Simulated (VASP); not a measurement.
# Ni (Im-3m) in VASP: notebook

Ni is run at these levels: PBEsol; tasks: single point.

Everything below comes from runs of VASP 6.6.1. Logs are shortened: lines on timing, memory, paths and dates and some standing lists are left out, and cuts for length are marked.

## Step 1: The cell of the first run

It takes space group Im-3m (No. 229, cubic). The conventional cell has a = 2.763 Å, b = 2.763 Å, c = 2.763 Å, α = 90.00°, β = 90.00°, γ = 90.00°. Ni (site symmetry m-3m) has 14 Ni at 2.39 to 2.76 Å within 3.2 Å.

## Step 2: Single point, PBEsol, collinear spin, ferromagnetic start

INCAR reads:

```
SYSTEM = Ni
PREC     = Accurate       ! precision mode
ENCUT    = 520            ! plane-wave cutoff, eV
EDIFF    = 1E-6           ! SCF threshold, eV
ISMEAR   = -1             ! smearing method
SIGMA    = 0.1            ! smearing width, eV
LREAL    = .FALSE.        ! projectors in reciprocal space
LASPH    = .TRUE.         ! aspherical terms in the spheres
NELM     = 150            ! most SCF steps
ALGO     = Normal         ! electronic algorithm
ISIF     = 2              ! what is computed and relaxed
LWAVE    = .FALSE.        ! write WAVECAR
LCHARG   = .TRUE.         ! write CHGCAR
ISPIN    = 2              ! spin polarisation
MAGMOM   = 1.5            ! initial moments
LORBIT   = 11             ! projections on sites
LMAXMIX  = 4              ! l up to which the mixer works
GGA      = PS             ! functional
LELF     = .TRUE.         ! ELF
LVHAR    = .TRUE.       
NBANDS   = 15             ! bands
```

KPOINTS reads:

```
Automatic mesh
0
G
  10 10 10
  0 0 0
```

POSCAR reads:

```
Ni
1.0
   -1.3814099456      1.3814099456      1.3814099456
    1.3814099456     -1.3814099456      1.3814099456
    1.3814099456      1.3814099456     -1.3814099456
Ni
1
Direct
    0.0000000000      0.0000000000      0.0000000000
```

Potentials or basis: VASP PAW PBE potentials, release 64 (Ni).

The run is started by

```console
$ cat potpaw_PBE.64/Ni/POTCAR > POTCAR
$ mpirun -np 1 vasp_std > vasp.out
```

OUTCAR:

```text
SYSTEM = Ni
   PREC = Accurate
   ENCUT = 520
   EDIFF = 1E-6
   ISMEAR = -1
   LREAL = .FALSE.
   LASPH = .TRUE.
   NELM = 150
   ISIF = 2
   ISPIN = 2
   LORBIT = 11
   GGA = PS

 ion  position               nearest neighbor table
   1  0.000  0.000  0.000-

  LATTYP: Found a body centered cubic cell.
 ALAT       =     2.7628198912

  Lattice vectors:

 A1 = (  -1.3814099456,   1.3814099456,   1.3814099456)
 A2 = (   1.3814099456,  -1.3814099456,   1.3814099456)
 A3 = (   1.3814099456,   1.3814099456,  -1.3814099456)

Analysis of symmetry for initial positions (statically):
=====================================================================
 Subroutine PRICEL returns:
 Original cell was already a primitive cell.

 Routine SETGRP: Setting up the symmetry group for a
 body centered cubic supercell.

 Subroutine GETGRP returns: Found 48 space group operations
 (whereof 48 operations were pure point group operations)
 out of a pool of 48 trial point group operations.

The static configuration has the point symmetry O_h .

Analysis of symmetry for dynamics (positions and initial velocities):
=====================================================================
 Subroutine PRICEL returns:
 Original cell was already a primitive cell.

 Routine SETGRP: Setting up the symmetry group for a
 body centered cubic supercell.

 Subroutine GETGRP returns: Found 48 space group operations
 (whereof 48 operations were pure point group operations)
 out of a pool of 48 trial point group operations.

The dynamic configuration has the point symmetry O_h .

Analysis of structural, dynamic, and magnetic symmetry:
=====================================================================
 Subroutine PRICEL returns:
 Original cell was already a primitive cell.

 Routine SETGRP: Setting up the symmetry group for a
 body centered cubic supercell.

 Subroutine GETGRP returns: Found 48 space group operations
 (whereof 48 operations were pure point group operations)
 out of a pool of 48 trial point group operations.

The overall configuration has the point symmetry O_h .

 Subroutine INISYM returns: Found 48 space group operations
 (whereof 48 operations are pure point group operations),
 and found     1 'primitive' translations

----------------------------------------------------------------------------------------

                                     Primitive cell

  volume of cell :      10.5445

  direct lattice vectors                    reciprocal lattice vectors
    -1.381409946  1.381409946  1.381409946     0.000000000  0.361949037  0.361949037
     1.381409946 -1.381409946  1.381409946     0.361949037  0.000000000  0.361949037
     1.381409946  1.381409946 -1.381409946     0.361949037  0.361949037  0.000000000

  length of vectors
     2.392672212  2.392672212  2.392672212     0.511873238  0.511873238  0.511873238

  position of ions in fractional coordinates (direct lattice)
     0.000000000  0.000000000  0.000000000

  ion indices of the primitive-cell ions
   primitive index   ion index
                 1           1

----------------------------------------------------------------------------------------

 KPOINTS: Automatic mesh

Automatic generation of k-mesh.
 Grid dimensions read from file:
 generate k-points for:   10   10   10

 Generating k-lattice:

  Cartesian coordinates                     Fractional coordinates (reciprocal lattice)
     0.000000000  0.036194904  0.036194904     0.100000000  0.000000000  0.000000000
     0.036194904  0.000000000  0.036194904     0.000000000  0.100000000  0.000000000
     0.036194904  0.036194904  0.000000000     0.000000000  0.000000000  0.100000000

  Length of vectors
     0.051187324  0.051187324  0.051187324

  Shift w.r.t. Gamma in fractional coordinates (k-lattice)
     0.000000000  0.000000000  0.000000000

 Subroutine IBZKPT returns following result:
 ===========================================

 Found     47 irreducible k-points:

 Following reciprocal coordinates:
            Coordinates               Weight
  0.000000  0.000000  0.000000      1.000000
  0.100000  0.000000  0.000000     12.000000
  0.200000  0.000000  0.000000     12.000000
  0.300000  0.000000  0.000000     12.000000
  0.400000  0.000000  0.000000     12.000000
  0.500000  0.000000  0.000000      6.000000
[... 16 lines left out ...]
  0.300000  0.300000  0.100000      8.000000
 -0.300000  0.300000  0.100000     24.000000
 [... further k-points ...]
   k-points           NKPTS =     47   k-points in BZ     NKDIM =     47   number of bands    NBANDS=     15
   number of dos      NEDOS =    301   number of ions     NIONS =      1
   total plane-waves  NPLWV =   5832
   dimension x,y,z NGX =    18 NGY =   18 NGZ =   18
   dimension x,y,z NGXF=    36 NGYF=   36 NGZF=   36
   ions per type =               1
   NGX,Y,Z   is equivalent  to a cutoff of  12.51, 12.51, 12.51 a.u.
   NGXF,Y,Z  is equivalent  to a cutoff of  25.01, 25.01, 25.01 a.u.
 SYSTEM =  Ni
   PREC   = accura    normal or accurate (medium, high low for compatibility)
   ISTART =      0    job   : 0-new  1-cont  2-samecut
   ICHARG =      2    charge: 1-file 2-atom 10-const
   ISPIN  =      2    spin polarized calculation?
   LNONCOLLINEAR =      F non collinear calculations
   LSORBIT =      F    spin-orbit coupling
   LASPH  =      T    aspherical Exc in radial PAW
   ENCUT  =  520.0 eV  38.22 Ry    6.18 a.u.   4.45  4.45  4.45*2*pi/ulx,y,z
   NELM   =    150;   NELMIN=  2; NELMDL= -5     # of ELM steps
   EDIFF  = 0.1E-05   stopping-criterion for ELM
   LREAL  =      F    real-space projection
   EDIFFG = 0.1E-04   stopping-criterion for IOM
   NSW    =      0    number of steps for IOM
   IBRION =     -1    ionic relax: 0-MD 1-quasi-New 2-CG
   NFREE  =      0    steps in history (QN), initial steepest desc. (CG)
   ISIF   =      2    stress and relaxation
   ISYM   =      2    0-nonsym 1-usesym 2-fastsym
   POTIM  = 0.5000    time-step for ionic-motion
   TEBEG  =    0.0;   TEEND  =   0.0 temperature during run
   PSTRESS=    0.0 pullay stress
   NELECT =      10.0000    total number of electrons
   NUPDOWN=      -1.0000    fix difference up-down
   EMIN   =  10.00;   EMAX   =-10.00  energy-range for DOS
   EFERMI =   0.00;   METHOD = LEGACY
   ISMEAR =    -1;   SIGMA  =   0.10  broadening in eV -4-tet -1-fermi 0-gaus
   EFERMI_NEDOS =   21; number of points for ismear=-14 and -15
   IALGO  =     38    algorithm
   IMIX   =      4    mixing-type and parameters
     AMIX     =   0.40;   BMIX     =  1.00
     AMIX_MAG =   1.60;   BMIX_MAG =  1.00
  volume/ion in A,a.u.               =      10.54        71.16
  Fermi-wavevector in a.u.,A,eV,Ry     =   1.608418  3.039469 35.198387  2.587008
  Thomas-Fermi vector in A             =   2.704291
   LORBIT       =     11    0 simple, 1 ext, 2 COOP (PROOUT), +10 PAW based schemes
   GGA     = PS    functional components
   LHFCALC =     F    Hartree Fock is set to
   AEXX    =    0.0000 exact exchange contribution
   IVDW    =     0    specifies the selected vdW correction
   LEPSILON=     F    determine dielectric tensor
   LRPA    =     F    only Hartree local field effects (RPA)
 spin polarized calculation
  energy-cutoff  :      520.00
  volume of cell :       10.54
 maximum number of plane-waves:       321
 NGX is ok and might be reduce to    18
   NGX =  9   NGY =  9   NGZ =  9

 number of electron      10.0000006 magnetization       0.4312927

 Free energy of the ion-electron system (eV)
  ---------------------------------------------------
  ext. energy  EPLUGINS =         0.00000000
  ---------------------------------------------------
  free energy    TOTEN  =        -6.06046379 eV

  energy without entropy =       -5.99942555  energy(sigma->0) =       -6.02994467

 E-fermi :   9.5132     XC(G=0): -13.6171

 val. band max:        9.5115123797   @ k =  -0.3000   0.5000   0.1000
 cond. band min:       9.5285772244   @ k =  -0.4000  -0.4000   0.1000
 fundamental gap:      0.0170648447
 Fermi energy:         9.5131595984

 spin component 1

 k-point     1 :       0.0000    0.0000    0.0000
  band No.  band energies     occupation
      1       0.3571      1.00000
      2       7.2162      1.00000
      3       7.2162      1.00000
      4       7.2162      1.00000
      5       8.6675      0.99979
      6       8.6675      0.99979
      7      36.2594      0.00000
      8      36.2594      0.00000
      9      36.2594      0.00000
     10      41.3603      0.00000
     11      41.3603      0.00000
     12      42.6496      0.00000
     13      42.6496      0.00000
     14      42.6496      0.00000
     15      43.2730      0.00000
[... 397 lines left out ...]
 k-point    24 :      -0.3000    0.3000    0.1000
  band No.  band energies     occupation
      1       3.8983      1.00000
      2       6.7720      1.00000
      3       7.0810      1.00000
      4       8.1940      1.00000
      5       8.6306      0.99985
      6       9.0764      0.98748
      7      23.2866      0.00000
      8      29.8529      0.00000
      9      30.0412      0.00000
     10      36.9360      0.00000
     11      37.5238      0.00000
     12      40.4100      0.00000
     13      50.5970      0.00000
     14      50.8151      0.00000
     15      53.9641      0.00000

 [... further k-points ...]

 spin component 2

 k-point     1 :       0.0000    0.0000    0.0000
  band No.  band energies     occupation
      1       0.3596      1.00000
      2       7.7156      1.00000
      3       7.7156      1.00000
      4       7.7156      1.00000
      5       9.0720      0.98801
      6       9.0720      0.98801
      7      36.2021      0.00000
      8      36.2021      0.00000
      9      36.2021      0.00000
     10      41.3319      0.00000
     11      41.3319      0.00000
     12      42.7903      0.00000
     13      42.7903      0.00000
     14      42.7903      0.00000
     15      43.3943      0.00000
[... 397 lines left out ...]
 k-point    24 :      -0.3000    0.3000    0.1000
  band No.  band energies     occupation
      1       3.9580      1.00000
      2       7.2441      1.00000
      3       7.4363      1.00000
      4       8.6353      0.99985
      5       9.1696      0.96880
      6       9.4689      0.60883
      7      23.4087      0.00000
      8      29.9617      0.00000
      9      30.0452      0.00000
     10      36.9778      0.00000
     11      37.5993      0.00000
     12      40.4614      0.00000
     13      50.6244      0.00000
     14      50.8564      0.00000
     15      54.3879      0.00000

 [... further k-points ...]

------------------------ aborting loop because EDIFF is reached ----------------------------------------

  FORCE on cell =-STRESS in cart. coord.  units (eV):
  Direction    XX          YY          ZZ          XY          YZ          ZX
  --------------------------------------------------------------------------------------
  -------------------------------------------------------------------------------------
  Total       -0.1062230     -0.1062230     -0.1062230      0.0000000      0.0000000     -0.0000000
  in kB      -16.1399226    -16.1399226    -16.1399226      0.0000000      0.0000000     -0.0000000
  external PRESSURE =     -16.1399226 kB  Pullay stress =       0.0000000 kB

 VOLUME and BASIS-vectors are now :
 -----------------------------------------------------------------------------
  energy-cutoff  :      520.00
  volume of cell :       10.54
      direct lattice vectors                 reciprocal lattice vectors
    -1.381409946  1.381409946  1.381409946     0.000000000  0.361949037  0.361949037
     1.381409946 -1.381409946  1.381409946     0.361949037  0.000000000  0.361949037
     1.381409946  1.381409946 -1.381409946     0.361949037  0.361949037  0.000000000

 POSITION                                       TOTAL-FORCE (eV/Angst)
 -----------------------------------------------------------------------------------
      0.00000      0.00000      0.00000        -0.000000      0.000000     -0.000000
 -----------------------------------------------------------------------------------
    total drift:                                0.000000      0.000000      0.000000

  FREE ENERGIE OF THE ION-ELECTRON SYSTEM (eV)
  ---------------------------------------------------
  free  energy   TOTEN  =        -6.0604637945 eV

  energy  without entropy=       -5.9994255452  energy(sigma->0) =       -6.02994467

 total charge

# of ion       s       p       d       tot
------------------------------------------
    1        0.507   0.521   8.347   9.375

 magnetization (x)

# of ion       s       p       d       tot
------------------------------------------
    1       -0.004  -0.014   0.452   0.434
```

Run time: 10 s. Hardware: 1 thread of Intel Xeon 6975P-C (Granite Rapids), shared host; peak memory 0.13 GiB.

What came out:

* Free energy: -6.0605 eV
* Pressure: -1.6 GPa
* Net moment: 0.43 μB per cell
* Site moments: Ni +0.43 μB
* Valence electrons inside the program's atomic spheres: Ni 9.38

Levels at points of the mesh, in eV from the Fermi level:
Spin up:
| k point | band 3 | band 4 | band 5 | band 6 | band 7 | band 8 |
| --- | --- | --- | --- | --- | --- | --- |
| (0.00, 0.00, 0.00) | -2.30 | -2.30 | -0.85 | -0.85 | 26.75 | 26.75 |
| (0.50, 0.00, 0.00) | -0.92 | -0.68 | 0.07 | 0.18 | 6.74 | 19.35 |
| (0.50, 0.50, 0.50) | -0.16 | -0.16 | -0.16 | 9.92 | 9.92 | 9.92 |
Spin down:
| k point | band 2 | band 3 | band 4 | band 5 | band 6 | band 7 | band 8 | band 9 |
| --- | --- | --- | --- | --- | --- | --- | --- | --- |
| (0.00, 0.00, 0.00) | -1.80 | -1.80 | -1.80 | -0.44 | -0.44 | 26.69 | 26.69 | 26.69 |
| (0.50, 0.00, 0.00) | -2.81 | -0.47 | -0.27 | 0.17 | 0.64 | 7.01 | 19.32 | 20.53 |
| (0.50, 0.50, 0.50) | -4.07 | 0.40 | 0.40 | 0.40 | 9.95 | 9.95 | 9.95 | 16.08 |

Caveat: the PAW data sets were made with another functional, which shifts forces and pressure a little.

## Step 3: Single point, PBEsol, collinear spin, ferromagnetic start

This run uses another cell than the first one, of 10.60 Å³/atom, 1.005 times its volume.

INCAR reads:

```
PREC = Accurate ; ENCUT = 520
EDIFF = 1E-7 ; ISMEAR = -1
SIGMA = 0.1 ; LREAL = F
LASPH = T ; NELM = 150
ALGO = Normal ; ISIF = 2
LWAVE = F ; LCHARG = F
ISPIN = 2 ; MAGMOM = 1.5
LORBIT = 11 ; LMAXMIX = 4
GGA = PS ; NBANDS = 15
```

KPOINTS reads:

```
regular mesh
0
Gamma
  10 10 10
```

POSCAR reads:

```
Ni
1.0
   -1.3837200000      1.3837200000      1.3837200000
    1.3837200000     -1.3837200000      1.3837200000
    1.3837200000      1.3837200000     -1.3837200000
Ni
1
Direct
    0.0000000000      0.0000000000      0.0000000000
```

Potentials or basis: VASP PAW PBE potentials, release 64 (Ni).

The run is started by

```console
$ cat potpaw_PBE.64/Ni/POTCAR > POTCAR
$ mpirun -np 1 vasp_std > vasp.out
```

It took 13 s on 1 thread of Intel Xeon 6975P-C (Granite Rapids), shared host; peak memory 0.13 GiB.

The run converged. Its results:

- Free energy: -6.0597 eV
- Pressure: -2.7 GPa
- Net moment: 0.44 μB per cell
- Site moments: Ni +0.45 μB
- Valence electrons inside the program's atomic spheres: Ni 9.37

Levels at points of the mesh, in eV from the Fermi level:
Spin up:
```tsv
k point	band 3	band 4	band 5	band 6	band 7	band 8
(0.00, 0.00, 0.00)	-2.29	-2.29	-0.85	-0.85	26.69	26.69
(0.50, 0.00, 0.00)	-0.92	-0.69	0.06	0.19	6.69	19.30
(0.50, 0.50, 0.50)	-0.17	-0.17	-0.17	9.89	9.89	9.89
```
Spin down:
```csv
k point,band 2,band 3,band 4,band 5,band 6,band 7,band 8,band 9
"(0.00, 0.00, 0.00)",-1.78,-1.78,-1.78,-0.43,-0.43,26.63,26.63,26.63
"(0.50, 0.00, 0.00)",-2.79,-0.47,-0.26,0.18,0.64,6.97,19.27,20.45
"(0.50, 0.50, 0.50)",-4.03,0.40,0.40,0.40,9.92,9.92,9.92,16.03
```

Caveat: the PAW data sets were made with another functional, which shifts forces and pressure a little.

(Continued in part 2 of 2.)
